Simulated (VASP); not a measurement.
# Br2 in VASP: single point with PBE

Aim: the single point of Br2 with PBE.

All numbers are computed with VASP 6.6.1; they aren't measurements. Logs are shortened: lines on timing, memory, paths and dates and some standing lists are left out, and cuts for length are marked.

### Step 1. The cell of the first run

The cell holds a molecule in a box, 2 atoms: a = 12.000 Å, b = 12.300 Å, c = 12.600 Å, α = 90.00°, β = 90.00°, γ = 90.00°.

### Step 2. Single point, PBE

Contents of INCAR:

```
PREC     = Accurate       # precision mode
ENCUT    = 520            # plane-wave cutoff, eV
EDIFF    = 1E-6           # SCF threshold, eV
ISMEAR   = -1             # smearing method
SIGMA    = 0.01           # smearing width, eV
LREAL    = False          # projectors in reciprocal space
LASPH    = True           # aspherical terms in the spheres
NELM     = 80             # most SCF steps
ALGO     = Normal         # electronic algorithm
ISIF     = 2              # what is computed and relaxed
LWAVE    = False          # write WAVECAR
LCHARG   = False          # write CHGCAR
GGA      = PE             # functional
NBANDS   = 14             # bands
```

Contents of KPOINTS:

```
Automatic mesh
0
Gamma
  1 1 1
```

Contents of POSCAR:

```
Br
1.0
   12.0000000000      0.0000000000      0.0000000000
    0.0000000000     12.3000000000      0.0000000000
    0.0000000000      0.0000000000     12.6000000000
Br
2
Direct
    0.5000000000      0.5000000000      0.4084887661
    0.5000000000      0.5000000000      0.5915112339
```

Potentials or basis: VASP PAW PBE potentials, release 64 (Br).

The run is started by

```bash
cat potpaw_PBE.64/Br/POTCAR > POTCAR
mpirun -np 1 vasp_gam > vasp.out
```

OUTCAR:

```text
PREC = Accurate
   ENCUT = 520
   EDIFF = 1E-6
   ISMEAR = -1
   LREAL = False
   LASPH = True
   NELM = 80
   ISIF = 2
   GGA = PE

 ion  position               nearest neighbor table
   1  0.500  0.500  0.408-   2 2.31
   2  0.500  0.500  0.592-   1 2.31

  LATTYP: Found a simple orthorhombic cell.
 ALAT       =    12.0000000000
 B/A-ratio  =     1.0250000000
 C/A-ratio  =     1.0500000000

  Lattice vectors:

 A1 = (  12.0000000000,   0.0000000000,   0.0000000000)
 A2 = (   0.0000000000,  12.3000000000,   0.0000000000)
 A3 = (   0.0000000000,   0.0000000000,  12.6000000000)

Analysis of symmetry for initial positions (statically):
=====================================================================
 Subroutine PRICEL returns:
 Original cell was already a primitive cell.

 Routine SETGRP: Setting up the symmetry group for a
 simple orthorhombic supercell.

 Subroutine GETGRP returns: Found  8 space group operations
 (whereof  8 operations were pure point group operations)
 out of a pool of  8 trial point group operations.

The static configuration has the point symmetry D_2h.

Analysis of symmetry for dynamics (positions and initial velocities):
=====================================================================
 Subroutine PRICEL returns:
 Original cell was already a primitive cell.

 Routine SETGRP: Setting up the symmetry group for a
 simple orthorhombic supercell.

 Subroutine GETGRP returns: Found  8 space group operations
 (whereof  8 operations were pure point group operations)
 out of a pool of  8 trial point group operations.

The dynamic configuration has the point symmetry D_2h.

 Subroutine INISYM returns: Found  8 space group operations
 (whereof  8 operations are pure point group operations),
 and found     1 'primitive' translations

----------------------------------------------------------------------------------------

                                     Primitive cell

  volume of cell :    1859.7600

  direct lattice vectors                    reciprocal lattice vectors
    12.000000000  0.000000000  0.000000000     0.083333333  0.000000000  0.000000000
     0.000000000 12.300000000  0.000000000     0.000000000  0.081300813  0.000000000
     0.000000000  0.000000000 12.600000000     0.000000000  0.000000000  0.079365079

  length of vectors
    12.000000000 12.300000000 12.600000000     0.083333333  0.081300813  0.079365079

  position of ions in fractional coordinates (direct lattice)
     0.500000000  0.500000000  0.408488766
     0.500000000  0.500000000  0.591511234

  ion indices of the primitive-cell ions
   primitive index   ion index
                 1           1
                 2           2

----------------------------------------------------------------------------------------

 KPOINTS: Automatic mesh

Automatic generation of k-mesh.
 Grid dimensions read from file:
 generate k-points for:    1    1    1

 Generating k-lattice:

  Cartesian coordinates                     Fractional coordinates (reciprocal lattice)
     0.083333333  0.000000000  0.000000000     1.000000000  0.000000000  0.000000000
     0.000000000  0.081300813  0.000000000     0.000000000  1.000000000  0.000000000
     0.000000000  0.000000000  0.079365079     0.000000000  0.000000000  1.000000000

  Length of vectors
     0.083333333  0.081300813  0.079365079

  Shift w.r.t. Gamma in fractional coordinates (k-lattice)
     0.000000000  0.000000000  0.000000000

 Subroutine IBZKPT returns following result:
 ===========================================

 Found      1 irreducible k-points:

 Following reciprocal coordinates:
            Coordinates               Weight
  0.000000  0.000000  0.000000      1.000000
   k-points           NKPTS =      1   k-points in BZ     NKDIM =      1   number of bands    NBANDS=     14
   number of dos      NEDOS =    301   number of ions     NIONS =      2
   total plane-waves  NPLWV = 829440
   dimension x,y,z NGX =    90 NGY =   96 NGZ =   96
   dimension x,y,z NGXF=   180 NGYF=  192 NGZF=  192
   ions per type =               2
   NGX,Y,Z   is equivalent  to a cutoff of  12.47, 12.98, 12.67 a.u.
   NGXF,Y,Z  is equivalent  to a cutoff of  24.94, 25.95, 25.33 a.u.
 SYSTEM =  unknown system
   PREC   = accura    normal or accurate (medium, high low for compatibility)
   ISTART =      0    job   : 0-new  1-cont  2-samecut
   ICHARG =      2    charge: 1-file 2-atom 10-const
   ISPIN  =      1    spin polarized calculation?
   LNONCOLLINEAR =      F non collinear calculations
   LSORBIT =      F    spin-orbit coupling
   LASPH  =      T    aspherical Exc in radial PAW
   ENCUT  =  520.0 eV  38.22 Ry    6.18 a.u.  22.31 22.87 23.43*2*pi/ulx,y,z
   NELM   =     80;   NELMIN=  2; NELMDL= -5     # of ELM steps
   EDIFF  = 0.1E-05   stopping-criterion for ELM
   LREAL  =      F    real-space projection
   EDIFFG = 0.1E-04   stopping-criterion for IOM
   NSW    =      0    number of steps for IOM
   IBRION =     -1    ionic relax: 0-MD 1-quasi-New 2-CG
   NFREE  =      0    steps in history (QN), initial steepest desc. (CG)
   ISIF   =      2    stress and relaxation
   ISYM   =      2    0-nonsym 1-usesym 2-fastsym
   POTIM  = 0.5000    time-step for ionic-motion
   TEBEG  =    0.0;   TEEND  =   0.0 temperature during run
   PSTRESS=    0.0 pullay stress
   NELECT =      14.0000    total number of electrons
   NUPDOWN=      -1.0000    fix difference up-down
   EMIN   =  10.00;   EMAX   =-10.00  energy-range for DOS
   EFERMI =   0.00;   METHOD = LEGACY
   ISMEAR =    -1;   SIGMA  =   0.01  broadening in eV -4-tet -1-fermi 0-gaus
   EFERMI_NEDOS =   21; number of points for ismear=-14 and -15
   IALGO  =     38    algorithm
   IMIX   =      4    mixing-type and parameters
     AMIX     =   0.40;   BMIX     =  1.00
     AMIX_MAG =   1.60;   BMIX_MAG =  1.00
  volume/ion in A,a.u.               =     929.88      6275.14
  Fermi-wavevector in a.u.,A,eV,Ry     =   0.320847  0.606314  1.400625  0.102943
  Thomas-Fermi vector in A             =   1.207823
   LORBIT       =      0    0 simple, 1 ext, 2 COOP (PROOUT), +10 PAW based schemes
   GGA     = PE    functional components
   LHFCALC =     F    Hartree Fock is set to
   AEXX    =    0.0000 exact exchange contribution
   IVDW    =     0    specifies the selected vdW correction
   LEPSILON=     F    determine dielectric tensor
   LRPA    =     F    only Hartree local field effects (RPA)
 non-spin polarized calculation
  energy-cutoff  :      520.00
  volume of cell :     1859.76
 maximum number of plane-waves:     25042
 NGX is ok and might be reduce to    90
   NGX = 45   NGY = 45   NGZ = 47

 number of electron      13.9999998 magnetization

 Free energy of the ion-electron system (eV)
  ---------------------------------------------------
  ext. energy  EPLUGINS =         0.00000000
  ---------------------------------------------------
  free energy    TOTEN  =        -3.02227537 eV

  energy without entropy =       -3.02227537  energy(sigma->0) =       -3.02227537

 E-fermi :  -6.3074     XC(G=0):  -0.6303

 val. band max:       -6.6213499460   @ k =   0.0000   0.0000   0.0000
 cond. band min:      -4.4127824358   @ k =   0.0000   0.0000   0.0000
 fundamental gap:      2.2085675102
 Fermi energy:        -6.3073720678

 k-point     1 :       0.0000    0.0000    0.0000
  band No.  band energies     occupation
      1     -21.7606      2.00000
      2     -18.9693      2.00000
      3     -10.6206      2.00000
      4      -8.6138      2.00000
      5      -8.6137      2.00000
      6      -6.6214      2.00000
      7      -6.6213      2.00000
      8      -4.4128      0.00000
      9      -0.4206      0.00000
     10       0.6067      0.00000
     11       0.6443      0.00000
     12       0.7588      0.00000
     13       0.7969      0.00000
     14       0.8501      0.00000

------------------------ aborting loop because EDIFF is reached ----------------------------------------

  FORCE on cell =-STRESS in cart. coord.  units (eV):
  Direction    XX          YY          ZZ          XY          YZ          ZX
  --------------------------------------------------------------------------------------
  -------------------------------------------------------------------------------------
  Total       -0.0015039     -0.0009420      0.0085936      0.0000000      0.0000000      0.0000000
  in kB       -0.0012956     -0.0008115      0.0074034      0.0000000      0.0000000      0.0000000
  external PRESSURE =       0.0017654 kB  Pullay stress =       0.0000000 kB

 VOLUME and BASIS-vectors are now :
 -----------------------------------------------------------------------------
  energy-cutoff  :      520.00
  volume of cell :     1859.76
      direct lattice vectors                 reciprocal lattice vectors
    12.000000000  0.000000000  0.000000000     0.083333333  0.000000000  0.000000000
     0.000000000 12.300000000  0.000000000     0.000000000  0.081300813  0.000000000
     0.000000000  0.000000000 12.600000000     0.000000000  0.000000000  0.079365079

 POSITION                                       TOTAL-FORCE (eV/Angst)
 -----------------------------------------------------------------------------------
      6.00000      6.15000      5.14696         0.000000      0.000000     -0.003728
      6.00000      6.15000      7.45304         0.000000      0.000000      0.003728
 -----------------------------------------------------------------------------------
    total drift:                                0.000000     -0.000000     -0.000000

  FREE ENERGIE OF THE ION-ELECTRON SYSTEM (eV)
  ---------------------------------------------------
  free  energy   TOTEN  =        -3.0222753738 eV

  energy  without entropy=       -3.0222753738  energy(sigma->0) =       -3.02227537
```

Run time: 4.7 min. Hardware: 1 thread of AMD EPYC 7R13, shared host; peak memory 1.3 GiB.

Results:

* Free energy: -3.0223 eV
* Largest force: 0.004 eV/Å
* Gap between the frontier levels: 2.21 eV

Forces on the atoms (eV/Å):
```
Br   0.000  0.000 -0.004
Br   0.000  0.000  0.004
```
